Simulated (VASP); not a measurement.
Write the native input for VASP 6.6.1 that does the following.

| Item | Value |
| --- | --- |
| Task | relaxation of cell and atoms |
| Functional | PBE |
| Potentials or basis | VASP PAW PBE potentials, release 64 (Y_sv) |
| Cutoff | 500 eV |
| k mesh | 12 × 12 × 12 |
| Occupations | fermi-dirac, width 0.1 eV |
| Spin | no spin polarisation |
| Dipole correction | no |
| Further INCAR settings | ALGO = Normal; EDIFF = 1e-07; IBRION = 2; EDIFFG = -0.02; NSW = 80; ISIF = 3 |

The structure of Y lies in POSCAR:

```
Y
1.0
    0.0000000000      3.5000000000      3.5000000000
    3.5000000000      0.0000000000      3.5000000000
    3.5000000000      3.5000000000      0.0000000000
Y
2
Direct
    1.0000000000      1.0000000000      1.0000000000
    0.2500000000      0.2500000000      0.2500000000
```

This isn't the form of Y at room conditions, which is hcp.

One way to write it, as run:

INCAR

```
SYSTEM = Y
ALGO = Normal ; EDIFF = 1E-7
EDIFFG = -0.02 ; ENCUT = 500
GGA = PE ; GGA_COMPAT = .False.
IBRION = 2 ; ISIF = 3
ISMEAR = -1 ; LASPH = .True.
LCHARG = .False. ; LREAL = .False.
LWAVE = .False. ; NELM = 120
NELMIN = 4 ; NSW = 80
PREC = Accurate ; SIGMA = 0.1
```

KPOINTS

```
k-points
0
Gamma
  12 12 12
  0 0 0
```

Potentials or basis: VASP PAW PBE potentials, release 64 (Y_sv).

The run is started by

```sh
$ cat potpaw_PBE.64/Y_sv/POTCAR > POTCAR
$ mpirun -np 1 vasp_std > vasp.out
```

It gave:

The relaxed volume is 44.79 Å³/atom, the relaxed cell is a = 5.022 Å, b = 5.022 Å, c = 5.022 Å, α = 60.00°, β = 60.00°, γ = 60.00° and the space group after relaxing (to 0.1 Å) is Fd-3m (No. 227). The energy gained by relaxing is 2.3 meV/atom, the ionic steps are 3 and the pressure after relaxing is 0.0 GPa. The band gap on the k mesh is zero (bands 11 and 12 overlap by 0.78 eV).

It took 4 min on 1 thread of Intel(R) Xeon(R) Platinum 8259CL CPU @ 2.50GHz (Skylake/Cascade Lake), with other jobs on the host, peak memory 0.27 GiB.
